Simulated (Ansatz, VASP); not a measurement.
**Fe in VASP and in Ansatz**

```xyz
1
Lattice="-1.4430 1.4430 1.4430 1.4430 -1.4430 1.4430 1.4430 1.4430 -1.4430" Properties=species:S:1:pos:R:3 pbc="T T T"
Fe    0.0000    0.0000    0.0000
```

Alike in both runs: task single point; functional PBE; k mesh 13 × 13 × 13; occupations gaussian, width 0.02 eV; collinear spin.

|  | VASP | Ansatz |
| --- | --- | --- |
| version | VASP 6.6.1 | Ansatz 0.2.0 |
| potentials or method | VASP PAW PBE potentials, release 64 (Fe), cutoff 520 eV | all-electron LAPW, scalar-relativistic |

VASP gave:

```
gap on the k mesh at the Fermi level (eV)                     : none
pressure (GPa)                                                : -9.5
net moment per atom (μB)                                      : 2.28
size of the moment on the site where the two differ most (μB) : 2.29
```

Q: Which values does Ansatz return?

A: gap on the k mesh at the Fermi level (eV): none; pressure (GPa): -9.8; net moment per atom (μB): 2.24; size of the moment on the site where the two differ most (μB): 2.31.

Site moments also hang on the region over which each program counts them. A gap of «none» marks a metal or a gap that the smearing closes. Ansatz ran all-electron here, and VASP with PAW potentials.
